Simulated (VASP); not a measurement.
# HC12 in VASP: further runs

Runs on HC12. Level: LDA. Tasks: single point.

Everything below comes from runs of VASP 6.6.1. Logs are shortened: lines on timing, memory, paths and dates and some standing lists are left out, and cuts for length are marked.

### 1 The cell of the first run

The cell holds a slab with vacuum, 26 atoms: a = 4.889 Å, b = 7.202 Å, c = 22.768 Å, α = 90.00°, β = 90.00°, γ = 109.84°.

### 2 Single point, LDA

Contents of INCAR:

```
ALGO = Normal ; DIPOL = 0.5 0.5 0.292
EDIFF = 1E-7 ; ENCUT = 520
IDIPOL = 3 ; ISIF = 2
ISMEAR = 0 ; LASPH = T
LCHARG = F ; LDIPOL = T
LREAL = Auto ; LWAVE = F
NBANDS = 68 ; NELM = 100
PREC = Accurate ; SIGMA = 0.05
```

Contents of KPOINTS:

```
k-points
0
Gamma
  6 4 1
```

Contents of POSCAR:

```
HC12
1.0
    4.8892663280      0.0000000000      0.0000000000
   -2.4446331640      6.7739291692      0.0000000000
    0.0000000000      0.0000000000     22.7684096771
C H
24 2
Direct
    0.4020794403      0.3041588806      0.1756820110
    0.4020794403      0.8041588805      0.1756820110
    0.9020794403      0.3041588806      0.1756820110
    0.9020794403      0.8041588805      0.1756820110
    0.1630408159      0.3260816317      0.2059829668
    0.1630408159      0.8260816317      0.2059829668
    0.6630408159      0.3260816317      0.2059829668
    0.6630408159      0.8260816317      0.2059829668
    0.1846395683      0.3692791367      0.2666259491
    0.1846395683      0.8692791367      0.2666259491
    0.6846395683      0.3692791367      0.2666259491
    0.6846395683      0.8692791367      0.2666259491
    0.4461625696      0.3923265051      0.2960492075
    0.4461625696      0.8923265051      0.2960492075
    0.9461625696      0.3923265051      0.2960492075
    0.9461625696      0.8923265051      0.2960492075
    0.4715644646      0.4431294558      0.3591099590
    0.4715644646      0.9431294558      0.3591099590
    0.9715644646      0.4431294558      0.3591099590
    0.9715644646      0.9431294558      0.3591099590
    0.2327030006      0.4654044969      0.3851129614
    0.2327030006      0.9654044969      0.3851129614
    0.7327030006      0.4654044969      0.3851129614
    0.7327030006      0.9654044969      0.3851129614
    0.2327030006      0.9015988039      0.4189317485
    0.2327030006      1.0292101898      0.4189317485
```

Potentials or basis: VASP PAW LDA potentials, release 64 (C, H).

Run with:

```console
> cat potpaw_LDA.64/C/POTCAR potpaw_LDA.64/H/POTCAR > POTCAR
> mpirun -np 1 vasp_std > vasp.out
```

OUTCAR:

```text
EDIFF = 1E-7
   ENCUT = 520
   ISIF = 2
   ISMEAR = 0
   LASPH = T
   LREAL = Auto
   NELM = 100
   PREC = Accurate

 ion  position               nearest neighbor table
   1  0.402  0.304  0.176-   5 1.41   7 1.41
   2  0.402  0.804  0.176-   8 1.41   6 1.41
   3  0.902  0.304  0.176-   7 1.41   5 1.41
   4  0.902  0.804  0.176-   6 1.41   8 1.41
   5  0.163  0.326  0.206-   1 1.41   3 1.41   9 1.41
   6  0.163  0.826  0.206-   4 1.41   2 1.41  10 1.41
   7  0.663  0.326  0.206-   3 1.41   1 1.41  11 1.41
   8  0.663  0.826  0.206-   2 1.41   4 1.41  12 1.41
   9  0.185  0.369  0.267-  13 1.40  15 1.40   5 1.41
  10  0.185  0.869  0.267-  14 1.40  16 1.40   6 1.41
[... 8 lines left out ...]
  19  0.972  0.443  0.359-  23 1.37  21 1.37  15 1.48
  20  0.972  0.943  0.359-  24 1.37  22 1.37  16 1.48
  21  0.233  0.465  0.385-  17 1.37  19 1.37
  22  0.233  0.965  0.385-  26 0.90  25 0.90  18 1.37  20 1.37
  23  0.733  0.465  0.385-  19 1.37  17 1.37
  24  0.733  0.965  0.385-  20 1.37  18 1.37
  25  0.233  0.902  0.419-  22 0.90
  26  0.233  0.029  0.419-  22 0.90

  LATTYP: Found a base centered orthorhombic cell.
 ALAT       =     4.8892663280
 B/A-ratio  =     2.7709389159
 C/A-ratio  =     4.6568151845

  Lattice vectors:

 A1 = (   2.4446331640,  -6.7739291692,   0.0000000000)
 A2 = (   2.4446331640,   6.7739291692,   0.0000000000)
 A3 = (   0.0000000000,   0.0000000000,  22.7684096771)

Analysis of symmetry for initial positions (statically):
=====================================================================
 Subroutine PRICEL returns:
 Original cell was already a primitive cell.

 Routine SETGRP: Setting up the symmetry group for a
 base centered orthorhombic supercell.

 Subroutine GETGRP returns: Found  1 space group operations
 (whereof  1 operations were pure point group operations)
 out of a pool of  8 trial point group operations.

The static configuration has the point symmetry C_1 .

Analysis of symmetry for dynamics (positions and initial velocities):
=====================================================================
 Subroutine PRICEL returns:
 Original cell was already a primitive cell.

 Routine SETGRP: Setting up the symmetry group for a
 base centered orthorhombic supercell.

 Subroutine GETGRP returns: Found  1 space group operations
 (whereof  1 operations were pure point group operations)
 out of a pool of  8 trial point group operations.

The dynamic configuration has the point symmetry C_1 .

 Subroutine INISYM returns: Found  1 space group operations
 (whereof  1 operations are pure point group operations),
 and found     1 'primitive' translations

----------------------------------------------------------------------------------------

                                     Primitive cell

  volume of cell :     754.0793

  direct lattice vectors                    reciprocal lattice vectors
     4.889266328  0.000000000  0.000000000     0.204529664  0.073812405  0.000000000
    -2.444633164  6.773929169  0.000000000     0.000000000  0.147624809  0.000000000
     0.000000000  0.000000000 22.768409677     0.000000000  0.000000000  0.043920503

  length of vectors
     4.889266328  7.201551756 22.768409677     0.217441152  0.147624809  0.043920503

  position of ions in fractional coordinates (direct lattice)
     0.402079440  0.304158881  0.175682011
     0.402079440  0.804158880  0.175682011
     0.902079440  0.304158881  0.175682011
     0.902079440  0.804158880  0.175682011
     0.163040816  0.326081632  0.205982967
     0.163040816  0.826081632  0.205982967
[... 18 lines left out ...]
     0.232703001  0.901598804  0.418931749
     0.232703001  0.029210190  0.418931749

  ion indices of the primitive-cell ions
   primitive index   ion index
                 1           1
                 2           2
                 3           3
                 4           4
                 5           5
                 6           6
[... 18 lines left out ...]
                25          25
                26          26

----------------------------------------------------------------------------------------

 KPOINTS: k-points

Automatic generation of k-mesh.
 Grid dimensions read from file:
[... 32 lines left out ...]
 -----------------------------------------------------------------------------

 WARNING: IBZKPT: internal override: KBLOWUP is changed to .FALSE.
      ... skipping the blow-up phase ...

 Subroutine IBZKPT returns following result:
 ===========================================

 Found     14 irreducible k-points:

 Following reciprocal coordinates:
            Coordinates               Weight
  0.000000  0.000000  0.000000      1.000000
  0.166667  0.000000  0.000000      2.000000
  0.333333  0.000000  0.000000      2.000000
  0.500000  0.000000  0.000000      1.000000
  0.000000  0.250000  0.000000      2.000000
  0.166667  0.250000  0.000000      2.000000
  0.333333  0.250000  0.000000      2.000000
  0.500000  0.250000  0.000000      2.000000
 -0.333333  0.250000  0.000000      2.000000
 -0.166667  0.250000  0.000000      2.000000
  0.000000  0.500000  0.000000      1.000000
  0.166667  0.500000  0.000000      2.000000
  0.333333  0.500000  0.000000      2.000000
  0.500000  0.500000  0.000000      1.000000
   k-points           NKPTS =     14   k-points in BZ     NKDIM =     14   number of bands    NBANDS=     68
   number of dos      NEDOS =    301   number of ions     NIONS =     26
   total plane-waves  NPLWV = 349920
   dimension x,y,z NGX =    36 NGY =   54 NGZ =  180
   dimension x,y,z NGXF=    72 NGYF=  108 NGZF=  360
   ions per type =              24   2
   NGX,Y,Z   is equivalent  to a cutoff of  12.24, 12.47, 13.14 a.u.
   NGXF,Y,Z  is equivalent  to a cutoff of  24.48, 24.93, 26.29 a.u.
 SYSTEM =  unknown system
   PREC   = accura    normal or accurate (medium, high low for compatibility)
   ISTART =      0    job   : 0-new  1-cont  2-samecut
   ICHARG =      2    charge: 1-file 2-atom 10-const
   ISPIN  =      1    spin polarized calculation?
   LNONCOLLINEAR =      F non collinear calculations
   LSORBIT =      F    spin-orbit coupling
   LASPH  =      T    aspherical Exc in radial PAW
   ENCUT  =  520.0 eV  38.22 Ry    6.18 a.u.   9.09 13.39 42.33*2*pi/ulx,y,z
   NELM   =    100;   NELMIN=  2; NELMDL= -5     # of ELM steps
   EDIFF  = 0.1E-06   stopping-criterion for ELM
   LREAL  =      T    real-space projection
   EDIFFG = 0.1E-05   stopping-criterion for IOM
   NSW    =      0    number of steps for IOM
   IBRION =     -1    ionic relax: 0-MD 1-quasi-New 2-CG
   NFREE  =      0    steps in history (QN), initial steepest desc. (CG)
   ISIF   =      2    stress and relaxation
   ISYM   =      2    0-nonsym 1-usesym 2-fastsym
   POTIM  = 0.5000    time-step for ionic-motion
   TEBEG  =    0.0;   TEEND  =   0.0 temperature during run
   PSTRESS=    0.0 pullay stress
   NELECT =      98.0000    total number of electrons
   NUPDOWN=      -1.0000    fix difference up-down
   EMIN   =  10.00;   EMAX   =-10.00  energy-range for DOS
   EFERMI =   0.00;   METHOD = LEGACY
   ISMEAR =     0;   SIGMA  =   0.05  broadening in eV -4-tet -1-fermi 0-gaus
   EFERMI_NEDOS =   21; number of points for ismear=-14 and -15
   IALGO  =     38    algorithm
   IMIX   =      4    mixing-type and parameters
     AMIX     =   0.40;   BMIX     =  1.00
     AMIX_MAG =   1.60;   BMIX_MAG =  1.00
  volume/ion in A,a.u.               =      29.00       195.72
  Fermi-wavevector in a.u.,A,eV,Ry     =   0.829235  1.567028  9.355793  0.687631
  Thomas-Fermi vector in A             =   1.941748
   LORBIT       =      0    0 simple, 1 ext, 2 COOP (PROOUT), +10 PAW based schemes
   GGA     = CA    functional components
   LHFCALC =     F    Hartree Fock is set to
   AEXX    =    0.0000 exact exchange contribution
   IVDW    =     0    specifies the selected vdW correction
   LEPSILON=     F    determine dielectric tensor
   LRPA    =     F    only Hartree local field effects (RPA)
 non-spin polarized calculation
 Gauss-broadening in eV      SIGMA  =   0.05
  energy-cutoff  :      520.00
  volume of cell :      754.08
 maximum number of plane-waves:     20327
   NGX = 19   NGY = 27   NGZ = 85

 dipolmoment           0.000000      0.000000      0.441975 electrons x Angstroem

 number of electron      98.0000000 magnetization

 dipolmoment           0.000000      0.000000     -0.307187 electrons x Angstroem

 Free energy of the ion-electron system (eV)
  ---------------------------------------------------
  ext. energy  EPLUGINS =         0.00000000
  ---------------------------------------------------
  free energy    TOTEN  =      -221.20076032 eV

  energy without entropy =     -221.18119189  energy(sigma->0) =     -221.19097610

 E-fermi :  -3.2184     XC(G=0):  -3.8032

 val. band max:       -3.2211025106   @ k =   0.5000   0.0000   0.0000
 cond. band min:      -3.2151229369   @ k =   0.5000   0.5000   0.0000
 fundamental gap:      0.0059795736
 Fermi energy:        -3.2183867394

 k-point     1 :       0.0000    0.0000    0.0000
  band No.  band energies     occupation
      1     -22.4389      2.00000
      2     -21.9450      2.00000
      3     -21.3050      2.00000
      4     -20.2500      2.00000
      5     -19.1370      2.00000
      6     -17.8448      2.00000
[... 885 lines left out ...]
     60       2.3884      0.00000
     61       2.6098      0.00000
 [bands above 61 left out]

------------------------ aborting loop because EDIFF is reached ----------------------------------------

 vacuum level on the upper side and lower side of the slab       (xc-potential included)        -0.888         0.747

  FORCE on cell =-STRESS in cart. coord.  units (eV):
  Direction    XX          YY          ZZ          XY          YZ          ZX
  --------------------------------------------------------------------------------------
  -------------------------------------------------------------------------------------
  Total        7.6961104      6.9405091     19.3692098     -1.6459783      1.3673711      0.1233257
  in kB       16.3517722     14.7463612     41.1533735     -3.4971772      2.9052260      0.2620276
  external PRESSURE =      24.0838356 kB  Pullay stress =       0.0000000 kB

 VOLUME and BASIS-vectors are now :
 -----------------------------------------------------------------------------
  energy-cutoff  :      520.00
  volume of cell :      754.08
      direct lattice vectors                 reciprocal lattice vectors
     4.889266328  0.000000000  0.000000000     0.204529664  0.073812405  0.000000000
    -2.444633164  6.773929169  0.000000000     0.000000000  0.147624809  0.000000000
     0.000000000  0.000000000 22.768409677     0.000000000  0.000000000  0.043920503

 POSITION                                       TOTAL-FORCE (eV/Angst)
 -----------------------------------------------------------------------------------
      1.22232      2.06035      4.00000         0.005108      0.305537      1.775135
      0.00000      5.44732      4.00000         0.298020      0.355501      1.956249
      3.66695      2.06035      4.00000        -0.001957      0.283809      1.769069
      2.44463      5.44732      4.00000        -0.296028      0.336344      1.955005
      0.00000      2.20885      4.68990         0.004623     -0.696472     -3.399744
     -1.22232      5.59582      4.68990        -0.000034     -0.797714     -3.668648
[... 18 lines left out ...]
     -1.06633      6.10737      9.53841         1.959386     -9.434808      9.956457
      1.06634      0.19787      9.53841        -1.862323      9.752283      9.592264
 -----------------------------------------------------------------------------------
    total drift:                               -0.008876      0.011318      0.024110

  FREE ENERGIE OF THE ION-ELECTRON SYSTEM (eV)
  ---------------------------------------------------
  free  energy   TOTEN  =      -221.2007603153 eV

  energy  without entropy=     -221.1811918936  energy(sigma->0) =     -221.19097610

 vacuum level on the upper side and lower side of the slab         2.088         3.761
```

Run time: 35 min. Hardware: 1 thread of Intel Xeon Platinum 8259CL at 2.50GHz (Skylake/Cascade Lake), shared host; peak memory 0.81 GiB.

What came out:

```
Free energy            : -221.2008 eV
Largest force          : 15.517 eV/Å
Band gap on the k mesh : zero (bands 49 and 50 overlap by 0.02 eV)
```

Forces in eV/Å, atoms in the order of the input:
```
C     0.005   0.306   1.775
C     0.298   0.356   1.956
C    -0.002   0.284   1.769
C    -0.296   0.336   1.955
C     0.005  -0.696  -3.400
C     0.000  -0.798  -3.669
C    -0.006  -0.696  -3.390
C    -0.001  -0.630  -3.146
C    -0.019   0.397   1.500
C    -0.017   0.373   1.321
C     0.013   0.395   1.496
C     0.014   0.304   1.239
C     0.008  -0.002   0.098
C     0.395   0.170   1.035
C    -0.003   0.067   0.074
C    -0.450   0.259   0.982
C     0.003  -0.101  -0.300
C     3.281   0.239  -3.074
C     0.003  -0.117  -0.380
C    -3.168  -1.192  -2.966
C    -0.021   0.193   0.367
C    -0.231   0.021 -15.515
C     0.015   0.177   0.331
C     0.077   0.040   0.393
H     1.959  -9.435   9.956
H    -1.862   9.752   9.592
```

(Part 1 of 2 ends here.)
